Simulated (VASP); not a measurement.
# Pd (Im-3m) in VASP: further runs

The runs below take Pd through single point, relaxation of cell and atoms, with BLYP+D3(BJ), BLYP+D4, PBE.

Everything below comes from runs of VASP 6.6.1. Logs are shortened: lines on timing, memory, paths and dates and some standing lists are left out, and cuts for length are marked.

## 1. The cell of the first run

Symmetry: Im-3m, No. 229, cubic system. The conventional cell has a = 3.101 Å, b = 3.101 Å, c = 3.101 Å, α = 90.00°, β = 90.00°, γ = 90.00°. Pd (site symmetry m-3m) has 14 Pd at 2.69 to 3.10 Å within 3.5 Å.

## 2. Single point, BLYP+D3(BJ)

INCAR

```
PREC = Accurate
ENCUT = 520
EDIFF = 1E-7
ISMEAR = -1
SIGMA = 0.05
LREAL = False
LASPH = True
NELM = 60
ALGO = Fast
ISIF = 2
LWAVE = False
LCHARG = True
GGA = B5
ALDAX = 1.0
AGGAX = 1.0
AGGAC = 1.0
ALDAC = 0.0
IVDW = 12
VDW_S6 = 1.0
VDW_S8 = 2.6996
VDW_A1 = 0.4298
VDW_A2 = 4.2359
LELF = True
LVHAR = True
NBANDS = 11
```

KPOINTS

```
Automatic mesh
0
Gamma
  12 12 12
```

POSCAR

```
Pd
1.0
   -1.5506032745      1.5506032745      1.5506032745
    1.5506032745     -1.5506032745      1.5506032745
    1.5506032745      1.5506032745     -1.5506032745
Pd
1
Direct
    0.0000000000      0.0000000000      0.0000000000
```

Potentials or basis: VASP PAW PBE potentials, release 64 (Pd).

Run with:

```sh
$ cat potpaw_PBE.64/Pd/POTCAR > POTCAR
$ mpirun -np 1 vasp_std > vasp.out
```

OUTCAR:

```text
PREC = Accurate
   ENCUT = 520
   EDIFF = 1E-7
   ISMEAR = -1
   LREAL = False
   LASPH = True
   NELM = 60
   ISIF = 2
   GGA = B5
   IVDW = 12
 IVDW          = 12

 ion  position               nearest neighbor table
   1  0.000  0.000  0.000-

  LATTYP: Found a body centered cubic cell.
 ALAT       =     3.1012065490

  Lattice vectors:

 A1 = (  -1.5506032745,   1.5506032745,   1.5506032745)
 A2 = (   1.5506032745,  -1.5506032745,   1.5506032745)
 A3 = (   1.5506032745,   1.5506032745,  -1.5506032745)

Analysis of symmetry for initial positions (statically):
=====================================================================
 Subroutine PRICEL returns:
 Original cell was already a primitive cell.

 Routine SETGRP: Setting up the symmetry group for a
 body centered cubic supercell.

 Subroutine GETGRP returns: Found 48 space group operations
[... 9 lines left out ...]

 Routine SETGRP: Setting up the symmetry group for a
 body centered cubic supercell.

 Subroutine GETGRP returns: Found 48 space group operations
[... 11 lines left out ...]
                                     Primitive cell

  volume of cell :      14.9129

  direct lattice vectors                    reciprocal lattice vectors
    -1.550603275  1.550603275  1.550603275     0.000000000  0.322455143  0.322455143
     1.550603275 -1.550603275  1.550603275     0.322455143  0.000000000  0.322455143
     1.550603275  1.550603275 -1.550603275     0.322455143  0.322455143  0.000000000

  length of vectors
     2.685723654  2.685723654  2.685723654     0.456020436  0.456020436  0.456020436

  position of ions in fractional coordinates (direct lattice)
     0.000000000  0.000000000  0.000000000

  ion indices of the primitive-cell ions
   primitive index   ion index
                 1           1

----------------------------------------------------------------------------------------

 KPOINTS: Automatic mesh

Automatic generation of k-mesh.
 Grid dimensions read from file:
 generate k-points for:   12   12   12

 Generating k-lattice:

  Cartesian coordinates                     Fractional coordinates (reciprocal lattice)
     0.000000000  0.026871262  0.026871262     0.083333333  0.000000000  0.000000000
     0.026871262  0.000000000  0.026871262     0.000000000  0.083333333  0.000000000
     0.026871262  0.026871262  0.000000000     0.000000000  0.000000000  0.083333333

  Length of vectors
     0.038001703  0.038001703  0.038001703

  Shift w.r.t. Gamma in fractional coordinates (k-lattice)
     0.000000000  0.000000000  0.000000000

 Subroutine IBZKPT returns following result:
 ===========================================

 Found     72 irreducible k-points:

 Following reciprocal coordinates:
            Coordinates               Weight
  0.000000  0.000000  0.000000      1.000000
  0.083333  0.000000  0.000000     12.000000
  0.166667  0.000000  0.000000     12.000000
  0.250000  0.000000  0.000000     12.000000
  0.333333  0.000000  0.000000     12.000000
  0.416667  0.000000  0.000000     12.000000
[... 16 lines left out ...]
  0.333333  0.083333  0.083333     24.000000
  0.416667  0.083333  0.083333     12.000000
 [... further k-points ...]
   k-points           NKPTS =     72   k-points in BZ     NKDIM =     72   number of bands    NBANDS=     11
   number of dos      NEDOS =    301   number of ions     NIONS =      1
   total plane-waves  NPLWV =   8000
   dimension x,y,z NGX =    20 NGY =   20 NGZ =   20
   dimension x,y,z NGXF=    40 NGYF=   40 NGZF=   40
   ions per type =               1
   NGX,Y,Z   is equivalent  to a cutoff of  12.38, 12.38, 12.38 a.u.
   NGXF,Y,Z  is equivalent  to a cutoff of  24.76, 24.76, 24.76 a.u.
 SYSTEM =  unknown system
   PREC   = accura    normal or accurate (medium, high low for compatibility)
   ISTART =      0    job   : 0-new  1-cont  2-samecut
   ICHARG =      2    charge: 1-file 2-atom 10-const
   ISPIN  =      1    spin polarized calculation?
   LNONCOLLINEAR =      F non collinear calculations
   LSORBIT =      F    spin-orbit coupling
   LASPH  =      T    aspherical Exc in radial PAW
   ENCUT  =  520.0 eV  38.22 Ry    6.18 a.u.   4.99  4.99  4.99*2*pi/ulx,y,z
   NELM   =     60;   NELMIN=  2; NELMDL= -5     # of ELM steps
   EDIFF  = 0.1E-06   stopping-criterion for ELM
   LREAL  =      F    real-space projection
   EDIFFG = 0.1E-05   stopping-criterion for IOM
   NSW    =      0    number of steps for IOM
   IBRION =     -1    ionic relax: 0-MD 1-quasi-New 2-CG
   NFREE  =      0    steps in history (QN), initial steepest desc. (CG)
   ISIF   =      2    stress and relaxation
   ISYM   =      2    0-nonsym 1-usesym 2-fastsym
   POTIM  = 0.5000    time-step for ionic-motion
   TEBEG  =    0.0;   TEEND  =   0.0 temperature during run
   PSTRESS=    0.0 pullay stress
   NELECT =      10.0000    total number of electrons
   NUPDOWN=      -1.0000    fix difference up-down
   EMIN   =  10.00;   EMAX   =-10.00  energy-range for DOS
   EFERMI =   0.00;   METHOD = LEGACY
   ISMEAR =    -1;   SIGMA  =   0.05  broadening in eV -4-tet -1-fermi 0-gaus
   EFERMI_NEDOS =   21; number of points for ismear=-14 and -15
   IALGO  =     68    algorithm
   IMIX   =      4    mixing-type and parameters
     AMIX     =   0.40;   BMIX     =  1.00
     AMIX_MAG =   1.60;   BMIX_MAG =  1.00
  volume/ion in A,a.u.               =      14.91       100.64
  Fermi-wavevector in a.u.,A,eV,Ry     =   1.432916  2.707819 27.936148  2.053249
  Thomas-Fermi vector in A             =   2.552491
   LORBIT       =      0    0 simple, 1 ext, 2 COOP (PROOUT), +10 PAW based schemes
   GGA     = B5    functional components
   LHFCALC =     F    Hartree Fock is set to
   AEXX    =    0.0000 exact exchange contribution
   IVDW    =    12    specifies the selected vdW correction
   LEPSILON=     F    determine dielectric tensor
   LRPA    =     F    only Hartree local field effects (RPA)
 non-spin polarized calculation
 RMM-DIIS sequential band-by-band and
  energy-cutoff  :      520.00
  volume of cell :       14.91
 maximum number of plane-waves:       420
   NGX =  9   NGY =  9   NGZ =  9

 number of electron      10.0000002 magnetization

 Free energy of the ion-electron system (eV)
  ---------------------------------------------------
  ext. energy  EPLUGINS =         0.00000000
  ---------------------------------------------------
  free energy    TOTEN  =        -4.27730178 eV

  energy without entropy =       -4.26753497  energy(sigma->0) =       -4.27241838

 E-fermi :  10.1065     XC(G=0): -12.4773

 val. band max:       10.0867053750   @ k =  -0.4167   0.4167   0.4167
 cond. band min:      10.1788622115   @ k =  -0.4167   0.4167   0.2500
 fundamental gap:      0.0921568365
 Fermi energy:        10.1064535066

 k-point     1 :       0.0000    0.0000    0.0000
  band No.  band energies     occupation
      1       3.2266      2.00000
      2       7.1845      2.00000
      3       7.1845      2.00000
      4       7.1845      2.00000
      5       9.1466      2.00000
      6       9.1466      2.00000
      7      29.7624      0.00000
      8      29.7624      0.00000
      9      29.7624      0.00000
     10      36.3183      0.00000
     11      38.3387      0.00000

 k-point     2 :       0.0833    0.0000    0.0000
  band No.  band energies     occupation
      1       3.4895      2.00000
      2       7.0974      2.00000
      3       7.1899      2.00000
      4       7.3724      2.00000
      5       9.0472      2.00000
      6       9.1533      2.00000
      7      29.5975      0.00000
      8      29.7906      0.00000
      9      30.0820      0.00000
     10      36.1497      0.00000
     11      36.7031      0.00000

 k-point     3 :       0.1667    0.0000    0.0000
  band No.  band energies     occupation
      1       4.1985      2.00000
      2       6.8666      2.00000
      3       7.2166      2.00000
      4       7.9110      2.00000
      5       8.8713      2.00000
      6       9.1774      2.00000
      7      28.4365      0.00000
      8      29.4049      0.00000
      9      30.9678      0.00000
     10      34.9819      0.00000
     11      34.9987      0.00000

 k-point     4 :       0.2500    0.0000    0.0000
  band No.  band energies     occupation
      1       4.9627      2.00000
      2       6.5670      2.00000
      3       7.5423      2.00000
      4       8.7186      2.00000
      5       8.8271      2.00000
      6       9.2249      2.00000
      7      25.7424      0.00000
      8      28.1629      0.00000
      9      32.2070      0.00000
     10      32.7506      0.00000
     11      34.7142      0.00000

 k-point     5 :       0.3333    0.0000    0.0000
  band No.  band energies     occupation
      1       5.1510      2.00000
      2       6.2834      2.00000
      3       8.7091      2.00000
      4       9.0191      2.00000
      5       9.2900      2.00000
      6       9.6365      1.99983
      7      22.4776      0.00000
      8      26.7875      0.00000
      9      30.2737      0.00000
     10      33.4736      0.00000
     11      35.0864      0.00000
[... 211 lines left out ...]
 k-point    21 :       0.1667    0.0833    0.0833
  band No.  band energies     occupation
      1       5.4291      2.00000
      2       6.5125      2.00000
      3       6.8128      2.00000
      4       8.9633      2.00000
      5       9.1754      2.00000
      6       9.6908      1.99951
      7      25.9093      0.00000
      8      27.1353      0.00000
      9      28.7337      0.00000
     10      32.1167      0.00000
     11      36.2371      0.00000

 k-point    22 :       0.2500    0.0833    0.0833
  band No.  band energies     occupation
      1       5.5815      2.00000
      2       6.2536      2.00000
      3       7.6061      2.00000
      4       9.0201      2.00000
      5       9.2874      2.00000
      6      11.1169      0.00000
      7      22.6225      0.00000
      8      25.9506      0.00000
      9      27.1479      0.00000
     10      33.4508      0.00000
     11      36.2862      0.00000

 k-point    23 :       0.3333    0.0833    0.0833
  band No.  band energies     occupation
      1       5.3972      2.00000
      2       6.0838      2.00000
      3       8.6486      2.00000
      4       9.1158      2.00000
      5       9.3603      2.00000
      6      12.7631      0.00000
      7      19.5865      0.00000
      8      25.1247      0.00000
      9      26.0337      0.00000
     10      34.5511      0.00000
     11      36.3780      0.00000

 k-point    24 :       0.4167    0.0833    0.0833
  band No.  band energies     occupation
      1       5.3092      2.00000
      2       6.0249      2.00000
      3       9.1016      2.00000
      4       9.1554      2.00000
      5       9.3862      2.00000
      6      13.8592      0.00000
      7      17.9845      0.00000
      8      24.8315      0.00000
      9      25.6018      0.00000
     10      34.9649      0.00000
     11      37.0926      0.00000

 [... further k-points ...]

------------------------ aborting loop because EDIFF is reached ----------------------------------------

 Edisp (eV)   -1.51055

 E8    (eV) :    -1.1163

  FORCE on cell =-STRESS in cart. coord.  units (eV):
  Direction    XX          YY          ZZ          XY          YZ          ZX
  --------------------------------------------------------------------------------------
  -------------------------------------------------------------------------------------
  Total       0.04029     0.04029     0.04029    -0.00000    -0.00000    -0.00000
  in kB       4.32877     4.32877     4.32877    -0.00000    -0.00000    -0.00000
  external pressure =        4.33 kB  Pullay stress =        0.00 kB

 VOLUME and BASIS-vectors are now :
 -----------------------------------------------------------------------------
  energy-cutoff  :      520.00
  volume of cell :       14.91
      direct lattice vectors                 reciprocal lattice vectors
    -1.550603275  1.550603275  1.550603275     0.000000000  0.322455143  0.322455143
     1.550603275 -1.550603275  1.550603275     0.322455143  0.000000000  0.322455143
     1.550603275  1.550603275 -1.550603275     0.322455143  0.322455143  0.000000000

 POSITION                                       TOTAL-FORCE (eV/Angst)
 -----------------------------------------------------------------------------------
      0.00000      0.00000      0.00000        -0.000000      0.000000      0.000000
 -----------------------------------------------------------------------------------
    total drift:                                0.000000      0.000000      0.000000

  FREE ENERGIE OF THE ION-ELECTRON SYSTEM (eV)
  ---------------------------------------------------
  free  energy   TOTEN  =        -5.7878548759 eV

  energy  without entropy=       -5.7780880710  energy(sigma->0) =       -5.78297147
```

Wall time 8.6 s (1 thread of Intel Xeon 6975P-C (Granite Rapids), shared host); peak memory 0.14 GiB.

What came out:

```yaml
Free_energy: -5.7879 eV
Pressure: 0.4 GPa
Band_gap_on_the_k_mesh: zero (band 5 reaches 10.72 eV, above the bottom of band 6 at 9.03 eV)
Dispersion_energy_per_atom: -1.511 eV
```

Caveat: the PAW data sets were made with another functional, which shifts forces and pressure a little; pairwise dispersion overbinds metals, which lowers pressure and volume.

## 3. Single point, BLYP+D4

This run uses another cell than the first one, of 15.51 Å³/atom, 1.040 times its volume.

INCAR

```
AGGAC = 1.0 ; AGGAX = 1.0
ALDAC = 0.0 ; ALDAX = 1.0
ALGO = Normal ; EDIFF = 1E-6
ENCUT = 520 ; GGA = B5
ISIF = 2 ; ISMEAR = -1
IVDW = 13 ; LASPH = T
LCHARG = F ; LREAL = F
LWAVE = F ; NBANDS = 11
NELM = 100 ; PREC = Accurate
SIGMA = 0.05 ; VDW_A1 = 0.44488865
VDW_A2 = 4.0933009 ; VDW_S6 = 1.0
VDW_S8 = 2.34076671
```

KPOINTS

```
k-points
0
Gamma
  12 12 12
```

POSCAR

```
Pd
1.0
   -1.5709827393      1.5709827393      1.5709827393
    1.5709827393     -1.5709827393      1.5709827393
    1.5709827393      1.5709827393     -1.5709827393
Pd
1
Direct
    0.0000000000      0.0000000000      0.0000000000
```

Potentials or basis: VASP PAW PBE potentials, release 64 (Pd).

Run with:

```sh
$ cat potpaw_PBE.64/Pd/POTCAR > POTCAR
$ mpirun -np 1 vasp_std > vasp.out
```

Wall time 7.1 s (1 thread of Intel Xeon 6975P-C (Granite Rapids), shared host); peak memory 0.13 GiB.

It converged, with:

| Quantity | Value |
| --- | --- |
| Free energy | -5.2260 eV |
| Pressure | 0.3 GPa |
| Band gap on the k mesh | zero (band 5 reaches 10.03 eV, above the bottom of band 6 at 8.46 eV) |
| Dispersion energy per atom | -0.899 eV |

Levels at points of the mesh, in eV from the Fermi level:
```tsv
k point	band 3	band 4	band 5	band 6	band 7	band 8
(0.00, 0.00, 0.00)	-2.75	-2.75	-0.90	-0.90	19.56	19.56
(0.50, 0.00, 0.00)	-0.98	-0.70	0.56	1.73	7.59	15.27
(0.50, 0.50, 0.50)	0.20	0.20	0.20	9.19	9.19	9.19
```

Caveat: the PAW data sets were made with another functional, which shifts forces and pressure a little; pairwise dispersion overbinds metals, which lowers pressure and volume.

## 4. Single point, PBE

This run uses another cell than the first one, of 15.55 Å³/atom, 1.043 times its volume.

INCAR

```
PREC = Accurate
ENCUT = 520
EDIFF = 1E-7
ISMEAR = 0
SIGMA = 0.027000000000000003
LREAL = False
LASPH = True
NELM = 100
ALGO = Normal
ISIF = 2
LWAVE = False
LCHARG = False
GGA = PE
NBANDS = 11
```

KPOINTS

```
regular mesh
0
Gamma
  12 12 12
```

POSCAR

```
Pd
1.0
   -1.5722810000      1.5722810000      1.5722810000
    1.5722810000     -1.5722810000      1.5722810000
    1.5722810000      1.5722810000     -1.5722810000
Pd
1
Direct
    0.0000000000      0.0000000000      0.0000000000
```

Run with:

```sh
$ cat potpaw_PBE.64/Pd/POTCAR > POTCAR
$ mpirun -np 1 vasp_std > vasp.out
```

Wall time 4.8 s (1 thread of Intel Xeon 6975P-C (Granite Rapids), shared host); peak memory 0.13 GiB.

The run converged. Its results:

```yaml
Free_energy: -5.1755 eV
Pressure: -1.5 GPa
Band_gap_on_the_k_mesh: zero (band 5 reaches 9.47 eV, above the bottom of band 6 at 7.93 eV)
```

Levels at points of the mesh, in eV from the Fermi level:
| k point | band 1 | band 2 | band 3 | band 4 | band 5 | band 6 | band 7 | band 8 | band 9 | band 10 |
| --- | --- | --- | --- | --- | --- | --- | --- | --- | --- | --- |
| (0.00, 0.00, 0.00) | -6.70 | -2.70 | -2.70 | -2.70 | -0.85 | -0.85 | 19.31 | 19.31 | 19.31 | 27.26 |
| (0.50, 0.00, 0.00) | -4.87 | -3.80 | -0.93 | -0.64 | 0.58 | 1.54 | 7.56 | 15.06 | 17.40 | 23.68 |
| (0.50, 0.50, 0.50) | -4.79 | -4.79 | 0.23 | 0.23 | 0.23 | 9.09 | 9.09 | 9.09 | 16.94 | 17.12 |

(Part 1 of 2 ends here.)
